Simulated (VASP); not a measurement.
The system is Al2B2N.

```
CELL_PARAMETERS angstrom
3.52028 0.00000 0.00000
-1.76014 3.04865 0.00000
0.00000 0.00000 5.86144
ATOMIC_POSITIONS crystal
Al 0.33333 0.66667 0.61946
Al 0.66667 0.33333 0.38054
B 0.33333 0.66667 0.23811
B 0.66667 0.33333 0.76189
N 0.00000 0.00000 0.00000
```

```yaml
Program: VASP 6.6.1
Task: relaxation of cell and atoms
Functional: PBE
Potentials_or_basis: VASP PAW PBE potentials, release 64 (Al, B, N)
Cutoff: 600 eV
k_mesh: 6 × 6 × 4
Occupations: gaussian, width 0.1 eV
Spin: no spin polarisation
```

At the start: pressure -4.6 GPa; volume 12.58 Å³/atom.

Task: Where does the relaxation end?

Result: Over 45 steps the energy falls by 1920.3 meV/atom and the volume is 9.07 Å³/atom (-27.9 %); space group P-3m1 (No. 164, to 0.05 Å).

Step by step:
| step | energy change (eV) | largest force (eV/Å) | pressure (GPa) | volume (Å³) |
| --- | --- | --- | --- | --- |
| 1 | 0.0000 | 2.5367 | -4.55 | 62.91 |
| 3 | -1.1449 | 0.2639 | 5.85 | 54.99 |
| 5 | -1.4391 | 0.6181 | -3.77 | 58.13 |
| 7 | -1.5202 | 0.4210 | -1.39 | 56.83 |
| 9 | -1.5878 | 0.3914 | 2.04 | 55.43 |
| 11 | -1.7837 | 2.1056 | 18.68 | 49.16 |
| 13 | -1.7792 | 2.5977 | 22.66 | 47.89 |
| 15 | -1.8409 | 5.0320 | 40.07 | 43.08 |
| 17 | -1.9121 | 4.5836 | 34.45 | 44.26 |
| 19 | -1.9368 | 4.6690 | 35.23 | 44.03 |
| 21 | -1.9662 | 4.9332 | 38.94 | 43.11 |
| 23 | -1.9987 | 4.8381 | 37.48 | 43.39 |
| 25 | -2.2398 | 4.5593 | 34.22 | 43.73 |
| 27 | -3.0009 | 3.1827 | 22.81 | 45.09 |
| 29 | -3.5082 | 2.2581 | 9.90 | 47.52 |
| 31 | -3.9426 | 1.5762 | 2.45 | 48.99 |
| 33 | -4.8029 | 2.6555 | -14.64 | 55.52 |
| 35 | -5.7106 | 3.3953 | -16.66 | 55.49 |
| 37 | -7.0557 | 3.9875 | -15.91 | 53.01 |
| 39 | -8.5454 | 3.9340 | -3.49 | 46.37 |
| 41 | -9.5084 | 0.6140 | 4.01 | 44.37 |
| 43 | -9.6002 | 0.1155 | 0.99 | 45.15 |
| 45 | -9.6016 | 0.0285 | -0.02 | 45.37 |

Final structure:
```
CELL_PARAMETERS angstrom
2.97770 0.00000 0.00000
-1.48885 2.57876 0.00000
0.00000 0.00000 5.90810
ATOMIC_POSITIONS crystal
Al 0.33333 0.66667 0.80457
Al 0.66667 0.33333 0.19543
B 0.33333 0.66667 0.46244
B 0.66667 0.33333 0.53756
N 0.00000 0.00000 0.00000
```

Caveat: the volume moved by over 15 % at a fixed basis, so the end points are rough.
